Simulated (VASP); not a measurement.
# SrCl2 (Fm-3m) in VASP: single point with PBE

Aim: the single point of SrCl2 with PBE.

Program: VASP 6.6.1. These are calculated values, not measurements. Logs are shortened: lines on timing, memory, paths and dates and some standing lists are left out, and cuts for length are marked.

## 1. The cell of the first run

The structure is cubic, space group Fm-3m (No. 225). Conventional cell: a = 7.038 Å, b = 7.038 Å, c = 7.038 Å, α = 90.00°, β = 90.00°, γ = 90.00°. Within 4.0 Å of Sr (site symmetry m-3m) lie 8 Cl at 3.05 Å. Within 4.0 Å of Cl (site symmetry -43m) lie 4 Sr at 3.05 Å and 6 Cl at 3.52 Å.

## 2. Single point, PBE, non-collinear spin, zero start, spin-orbit coupling

File INCAR:

```
  PREC = Accurate
  ENCUT = 520
  EDIFF = 1E-6
  ISMEAR = -1
  SIGMA = 0.02
  LREAL = F
  LASPH = T
  NELM = 150
  ALGO = Normal
  ISIF = 2
  LWAVE = F
  LCHARG = T
  MAGMOM = 0 0 0 0 0 0 0 0 0
  LORBIT = 11
  LSORBIT = T
  GGA_COMPAT = F
  LORBMOM = T
  GGA = PE
  LVHAR = T
  NBANDS = 37
```

File KPOINTS:

```
Automatic mesh
0
Gamma
  6 6 6
```

File POSCAR:

```
SrCl2
1.0
    0.0000000000      3.5192138340      3.5192138340
    3.5192138340      0.0000000000      3.5192138340
    3.5192138340      3.5192138340      0.0000000000
Sr Cl
1 2
Direct
    0.0000000000      0.0000000000      0.0000000000
    0.2500000000      0.2500000000      0.2500000000
    0.7500000000      0.7500000000      0.7500000000
```

Potentials or basis: VASP PAW PBE potentials, release 64 (Sr_sv, Cl).

Command:

```sh
$ cat potpaw_PBE.64/Sr_sv/POTCAR potpaw_PBE.64/Cl/POTCAR > POTCAR
$ mpirun -np 1 vasp_ncl > vasp.out
```

OUTCAR:

```text
PREC = Accurate
   ENCUT = 520
   EDIFF = 1E-6
   ISMEAR = -1
   LREAL = F
   LASPH = T
   NELM = 150
   ISIF = 2
   LORBIT = 11
   LSORBIT = T
   GGA = PE

 ion  position               nearest neighbor table
   1  0.000  0.000  0.000-   3 3.05   3 3.05   3 3.05   2 3.05   3 3.05   2 3.05   2 3.05   2 3.05

   2  0.250  0.250  0.250-   1 3.05   1 3.05   1 3.05   1 3.05
   3  0.750  0.750  0.750-   1 3.05   1 3.05   1 3.05   1 3.05

  LATTYP: Found a face centered cubic cell.
 ALAT       =     7.0384276680

  Lattice vectors:

 A1 = (   0.0000000000,   3.5192138340,   3.5192138340)
 A2 = (   3.5192138340,   0.0000000000,   3.5192138340)
 A3 = (   3.5192138340,   3.5192138340,   0.0000000000)

Analysis of symmetry for initial positions (statically):
=====================================================================
 Subroutine PRICEL returns:
 Original cell was already a primitive cell.

 Routine SETGRP: Setting up the symmetry group for a
 face centered cubic supercell.

 Subroutine GETGRP returns: Found 48 space group operations
 (whereof 48 operations were pure point group operations)
 out of a pool of 48 trial point group operations.

The static configuration has the point symmetry O_h .

Analysis of symmetry for dynamics (positions and initial velocities):
=====================================================================
 Subroutine PRICEL returns:
 Original cell was already a primitive cell.

 Routine SETGRP: Setting up the symmetry group for a
 face centered cubic supercell.

 Subroutine GETGRP returns: Found 48 space group operations
 (whereof 48 operations were pure point group operations)
 out of a pool of 48 trial point group operations.

The dynamic configuration has the point symmetry O_h .

Analysis of structural, dynamic, and magnetic symmetry:
=====================================================================
 Subroutine PRICEL returns:
 Original cell was already a primitive cell.

 Routine SETGRP: Setting up the symmetry group for a
 face centered cubic supercell.

 Subroutine GETGRP returns: Found 48 space group operations
 (whereof 48 operations were pure point group operations)
 out of a pool of 48 trial point group operations.

The overall configuration has the point symmetry O_h .

 Subroutine INISYM returns: Found 48 space group operations
 (whereof 48 operations are pure point group operations),
 and found     1 'primitive' translations

----------------------------------------------------------------------------------------

                                     Primitive cell

  volume of cell :      87.1700

  direct lattice vectors                    reciprocal lattice vectors
     0.000000000  3.519213834  3.519213834    -0.142077186  0.142077186  0.142077186
     3.519213834  0.000000000  3.519213834     0.142077186 -0.142077186  0.142077186
     3.519213834  3.519213834  0.000000000     0.142077186  0.142077186 -0.142077186

  length of vectors
     4.976919933  4.976919933  4.976919933     0.246084906  0.246084906  0.246084906

  position of ions in fractional coordinates (direct lattice)
     0.000000000  0.000000000  0.000000000
     0.250000000  0.250000000  0.250000000
     0.750000000  0.750000000  0.750000000

  ion indices of the primitive-cell ions
   primitive index   ion index
                 1           1
                 2           2
                 3           3

----------------------------------------------------------------------------------------

 KPOINTS: Automatic mesh

Automatic generation of k-mesh.
 Grid dimensions read from file:
 generate k-points for:    6    6    6

 Generating k-lattice:

[... 87 lines left out ...]
   NGX = 19   NGY = 19   NGZ = 19

 number of electron      23.9999999 magnetization      -0.0000000      0.0000000     -0.0000000

 number of electron      23.9999999 magnetization      -0.0000000     -0.0000000     -0.0000000

 number of electron      23.9999999 magnetization       0.0000000      0.0000000      0.0000000

 number of electron      23.9999999 magnetization      -0.0000000      0.0000000      0.0000000

 Free energy of the ion-electron system (eV)
  ---------------------------------------------------
  ext. energy  EPLUGINS =         0.00000000
  ---------------------------------------------------
  free energy    TOTEN  =       -12.88092930 eV

  energy without entropy =      -12.88092930  energy(sigma->0) =      -12.88092930

 E-fermi :   0.5265     XC(G=0):  -8.1699

 val. band max:       -0.0169190652   @ k =   0.5000   0.5000   0.0000
 cond. band min:       5.2174027592   @ k =   0.0000   0.0000   0.0000
 fundamental gap:      5.2343218244
 Fermi energy:         0.5264842410

 k-point     1 :       0.0000    0.0000    0.0000
  band No.  band energies     occupation
      1     -32.9887      1.00000
      2     -32.9887      1.00000
      3     -15.7333      1.00000
      4     -15.7333      1.00000
      5     -14.6092      1.00000
      6     -14.6092      1.00000
[... 613 lines left out ...]
     35       9.3479      0.00000
     36       9.3484      0.00000
 [bands above 36 left out]

------------------------ aborting loop because EDIFF is reached ----------------------------------------

  FORCE on cell =-STRESS in cart. coord.  units (eV):
  Direction    XX          YY          ZZ          XY          YZ          ZX
  --------------------------------------------------------------------------------------
  -------------------------------------------------------------------------------------
  Total        0.0613804      0.0613804      0.0613804      0.0000000      0.0000000      0.0000000
  in kB        1.1281663      1.1281663      1.1281663      0.0000000      0.0000000      0.0000000
  external PRESSURE =       1.1281663 kB  Pullay stress =       0.0000000 kB

 VOLUME and BASIS-vectors are now :
 -----------------------------------------------------------------------------
  energy-cutoff  :      520.00
  volume of cell :       87.17
      direct lattice vectors                 reciprocal lattice vectors
     0.000000000  3.519213834  3.519213834    -0.142077186  0.142077186  0.142077186
     3.519213834  0.000000000  3.519213834     0.142077186 -0.142077186  0.142077186
     3.519213834  3.519213834  0.000000000     0.142077186  0.142077186 -0.142077186

 POSITION                                       TOTAL-FORCE (eV/Angst)
 -----------------------------------------------------------------------------------
      0.00000      0.00000      0.00000         0.000000      0.000000      0.000000
      1.75961      1.75961      1.75961         0.000000      0.000000      0.000000
      5.27882      5.27882      5.27882        -0.000000     -0.000000     -0.000000
 -----------------------------------------------------------------------------------
    total drift:                               -0.000000      0.000000      0.000000

  FREE ENERGIE OF THE ION-ELECTRON SYSTEM (eV)
  ---------------------------------------------------
  free  energy   TOTEN  =       -12.8809293009 eV

  energy  without entropy=      -12.8809293009  energy(sigma->0) =      -12.88092930

 orbital moment (x)

 # of ion     p       d       tot
 ----------------------------------------
  1         0.000  -0.000  -0.000
  2        -0.000   0.000  -0.000
  3         0.000   0.000   0.000
 ----------------------------------------
           -0.000  -0.000  -0.000

 orbital moment (y)

 # of ion     p       d       tot
 ----------------------------------------
  1         0.000  -0.000  -0.000
  2        -0.000   0.000  -0.000
  3        -0.000   0.000  -0.000
 ----------------------------------------
           -0.000  -0.000  -0.000

 orbital moment (z)

 # of ion     p       d       tot
 ----------------------------------------
  1         0.000   0.000   0.000
  2         0.000   0.000   0.000
  3         0.000   0.000   0.000
 ----------------------------------------
            0.000   0.000   0.000

 Spin-Orbit-Coupling matrix elements

 Ion:    1  E_soc:     -0.1745239
 l=   1
     0.0000000    -0.0290664    -0.0290664
    -0.0290664     0.0000000    -0.0290664
    -0.0290664    -0.0290664     0.0000000
 l=   2
     0.0000000    -0.0000055     0.0000000    -0.0000055    -0.0000155
    -0.0000055     0.0000000    -0.0000116    -0.0000055    -0.0000039
     0.0000000    -0.0000116     0.0000000    -0.0000116     0.0000000
    -0.0000055    -0.0000055    -0.0000116     0.0000000    -0.0000039
    -0.0000155    -0.0000039     0.0000000    -0.0000039     0.0000000
 l=   3
     0.0000000     0.0000000     0.0000000     0.0000000     0.0000000     0.0000000     0.0000000
     0.0000000     0.0000000     0.0000000     0.0000000     0.0000000     0.0000000     0.0000000
     0.0000000     0.0000000     0.0000000     0.0000000     0.0000000     0.0000000     0.0000000
     0.0000000     0.0000000     0.0000000     0.0000000     0.0000000     0.0000000     0.0000000
[... 29 lines left out ...]
 l=   2
     0.0000000     0.0000000     0.0000000     0.0000000     0.0000000
     0.0000000     0.0000000     0.0000000     0.0000000     0.0000000
     0.0000000     0.0000000     0.0000000     0.0000000     0.0000000
     0.0000000     0.0000000     0.0000000     0.0000000     0.0000000
     0.0000000     0.0000000     0.0000000     0.0000000     0.0000000
 l=   3
     0.0000000     0.0000000     0.0000000     0.0000000     0.0000000     0.0000000     0.0000000
     0.0000000     0.0000000     0.0000000     0.0000000     0.0000000     0.0000000     0.0000000
     0.0000000     0.0000000     0.0000000     0.0000000     0.0000000     0.0000000     0.0000000
     0.0000000     0.0000000     0.0000000     0.0000000     0.0000000     0.0000000     0.0000000
     0.0000000     0.0000000     0.0000000     0.0000000     0.0000000     0.0000000     0.0000000
     0.0000000     0.0000000     0.0000000     0.0000000     0.0000000     0.0000000     0.0000000
     0.0000000     0.0000000     0.0000000     0.0000000     0.0000000     0.0000000     0.0000000

 total charge

# of ion       s       p       d       tot
------------------------------------------
    1        1.995   5.792   0.144   7.931
    2        1.592   3.580   0.000   5.172
    3        1.592   3.580   0.000   5.172
--------------------------------------------------
tot          5.179  12.951   0.144  18.275

 magnetization (x)

# of ion       s       p       d       tot
------------------------------------------
    1        0.000   0.000   0.000   0.000
    2        0.000   0.000   0.000   0.000
    3        0.000  -0.000   0.000  -0.000
--------------------------------------------------
tot          0.000   0.000   0.000   0.000

 magnetization (y)

# of ion       s       p       d       tot
------------------------------------------
    1        0.000   0.000   0.000   0.000
    2        0.000   0.000   0.000   0.000
    3        0.000   0.000   0.000   0.000
--------------------------------------------------
tot          0.000   0.000   0.000   0.000

 magnetization (z)

# of ion       s       p       d       tot
------------------------------------------
    1        0.000   0.000   0.000   0.000
    2        0.000   0.000   0.000   0.000
    3        0.000   0.000   0.000   0.000
--------------------------------------------------
tot          0.000   0.000   0.000   0.000
```

Wall time 5.3 min (1 thread of Intel Xeon 8259CL, shared host); peak memory 0.51 GiB.

What came out:

| Quantity | Value |
| --- | --- |
| Free energy | -12.8809 eV |
| Pressure | 0.1 GPa |
| Net moment | 0.00 μB per cell |
| Valence electrons inside the program's atomic spheres | Sr 7.93; Cl 5.17 |

Moments on the atoms (μB; x, y, z):
```
Sr  0.00 0.00 0.00
Cl  0.00 0.00 0.00
Cl  0.00 0.00 0.00
```
